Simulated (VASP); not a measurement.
Set up this calculation in VASP 6.6.1, as the native input.

| Quantity | Value |
| --- | --- |
| Task | single point |
| Functional | PBE |
| Potentials or basis | VASP PAW PBE potentials, release 64 (Pd, C, Fe) |
| Cutoff | 520 eV |
| k mesh | 10 × 10 × 10 |
| Occupations | gaussian, width 0.1 eV |
| Spin | no spin polarisation |
| Dipole correction | no |
| Further INCAR settings | ALGO = Normal; EDIFF = 1e-07; NBANDS = 27 |

The structure of Fe3PdC lies in POSCAR:

```
Fe3PdC
1.0
    3.8552527270      0.0000000000      0.0000000000
    0.0000000000      3.8552527270      0.0000000000
    0.0000000000      0.0000000000      3.8552527270
Pd C Fe
1 1 3
Direct
    0.0000000000      0.0000000000      0.0000000000
    0.5000000000      0.5000000000      0.5000000000
    0.5000000000      0.5000000000      0.0000000000
    0.5000000000      0.0000000000      0.5000000000
    0.0000000000      0.5000000000      0.5000000000
```

These files were run (other wordings do the same):

INCAR

```
SYSTEM = Fe3PdC
ALGO = Normal ; EDIFF = 1E-7
ENCUT = 520 ; GGA = PE
ISIF = 2 ; ISMEAR = 0
LASPH = .True. ; LCHARG = .False.
LREAL = .False. ; LWAVE = .False.
NBANDS = 27 ; NELM = 100
PREC = Accurate ; SIGMA = 0.1
```

KPOINTS

```
k-points
0
Gamma
  10 10 10
  0 0 0
```

Potentials or basis: VASP PAW PBE potentials, release 64 (Pd, C, Fe).

Launch:

```console
$ cat potpaw_PBE.64/Pd/POTCAR potpaw_PBE.64/C/POTCAR potpaw_PBE.64/Fe/POTCAR > POTCAR
$ mpirun -np 1 vasp_std > vasp.out
```

Results of the run:

```
Pressure               : -14.7 GPa
Band gap on the k mesh : zero (bands 19 and 20 overlap by 0.69 eV)
```

Caveat: the cell stands under tension; the run has no spin polarisation, though such a crystal can be magnetic.

It took 46 s on 1 thread of AMD EPYC 9R45 96-Core Processor (Zen 5) (shared host), peak memory 0.2 GiB.
